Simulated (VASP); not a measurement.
Write the native input for VASP 6.6.1 that does the following.

```yaml
Task: single point
Functional: PBE
Potentials_or_basis: VASP PAW PBE potentials, release 64 (Fe, O)
Cutoff: 520 eV
k_mesh: 5 × 5 × 5
Occupations: fermi-dirac, width 0.05 eV
Spin: collinear spin, ferrimagnetic start
Starting_moments: "[4.0, 4.0, 4.0, -4.0, 0.0, 0.0, 0.0, 0.0, 0.0, 0.0] μB"
Hubbard_terms: Fe d U = 4.0 eV
Dipole_correction: no
Further_INCAR_settings: ALGO = Normal; EDIFF = 1e-06; NBANDS = 49
```

The structure of Fe2O3 lies in POSCAR:

```
Fe2O3
1.0
    2.5190000000      1.4543453300      4.5906666700
   -2.5190000000      1.4543453300      4.5906666700
    0.0000000000     -2.9086906600      4.5906666700
Fe O
4 6
Direct
    0.3553000000      0.3553000000      0.3553000000
    0.1447000000      0.1447000000      0.1447000000
    0.6447000000      0.6447000000      0.6447000000
    0.8553000000      0.8553000000      0.8553000000
    0.5559000000      0.9441000000      0.2500000000
    0.2500000000      0.5559000000      0.9441000000
    0.9441000000      0.2500000000      0.5559000000
    0.4441000000      0.0559000000      0.7500000000
    0.7500000000      0.4441000000      0.0559000000
    0.0559000000      0.7500000000      0.4441000000
```

One way to write it, as run:

INCAR

```
SYSTEM = Fe2O3
ALGO     = Normal         ! electronic algorithm
EDIFF    = 1E-6           ! SCF threshold, eV
ENCUT    = 520            ! plane-wave cutoff, eV
GGA      = PE             ! functional
ISIF     = 2              ! what is computed and relaxed
ISMEAR   = -1             ! smearing method
ISPIN    = 2              ! spin polarisation
LASPH    = .True.         ! aspherical terms in the spheres
LCHARG   = .False.        ! write CHGCAR
LDAU     = .True.         ! DFT+U
LDAUJ    = 0 0          
LDAUL    = 2 -1           ! shell
LDAUPRINT= 1            
LDAUTYPE = 2            
LDAUU    = 4 0            ! U, eV
LMAXMIX  = 4              ! l up to which the mixer works
LORBIT   = 11             ! projections on sites
LREAL    = .False.        ! projectors in reciprocal space
LWAVE    = .False.        ! write WAVECAR
MAGMOM   = 4 4 4 -4 0 0 0 0 0 0 ! initial moments
NBANDS   = 49             ! bands
NELM     = 150            ! most SCF steps
PREC     = Accurate       ! precision mode
SIGMA    = 0.05           ! smearing width, eV
```

KPOINTS

```
k-points
0
Gamma
  5 5 5
  0 0 0
```

Potentials or basis: VASP PAW PBE potentials, release 64 (Fe, O).

Command:

```console
$ cat potpaw_PBE.64/Fe/POTCAR potpaw_PBE.64/O/POTCAR > POTCAR
$ mpirun -np 1 vasp_std > vasp.out
```

It gave:

The pressure is 6.1 GPa and the largest force is 0.339 eV/Å. The band gap on the k mesh is 1.61 eV (least direct gap 1.67 eV), the net moment is 10.00 μB per cell and the site moments are Fe +4.23, +4.32, +4.26, -4.13; O +0.15, +0.23 (each value once) μB. The valence electrons inside the program's atomic spheres are Fe 6.77, 6.75, 6.76, 6.78; O 5.04, 5.05 (each value once).

Caveat: the cell stands under pressure; an odd mesh through Γ misses points on the zone boundary, where band edges can lie.

Run time: 3.5 min on 1 thread of Intel(R) Xeon(R) 6975P-C (Granite Rapids), on a shared host, peak memory 0.38 GiB.
